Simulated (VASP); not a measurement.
A run of VASP 6.6.1 is set up as follows.

Contents of INCAR:

```
PREC = Accurate
ENCUT = 520
EDIFF = 1E-7
ISMEAR = 0
SIGMA = 0.15
LREAL = False
LASPH = True
NELM = 60
ALGO = Normal
ISIF = 2
LWAVE = False
LCHARG = False
NBANDS = 21
```

The input KPOINTS:

```
Automatic mesh
0
Gamma
  16 16 16
```

File POSCAR:

```
Ge
1.0
    0.0000000000      2.8164372330      2.6505490800
    2.8164372330      0.0000000000      2.6505490800
    2.8164372330      2.8164372330      0.0000000000
Ge
2
Direct
    0.5000000000      0.5000000000      0.5000000000
    0.7500000000      0.7500000000      0.7500000000
```

Potentials or basis: VASP PAW LDA potentials, release 64 (Ge_d).

Command:

```sh
$ cat potpaw_LDA.64/Ge_d/POTCAR > POTCAR
$ mpirun -np 1 vasp_std > vasp.out
```

(1) What does it give for the band gap on the k mesh?

(2) What does it give for the pressure?

Results:

(1) zero (bands 14 and 15 overlap by 0.31 eV).

(2) 4.6 GPa.

Caveat: the cell stands under pressure; semilocal functionals underestimate gaps, and a narrow one can read as zero.
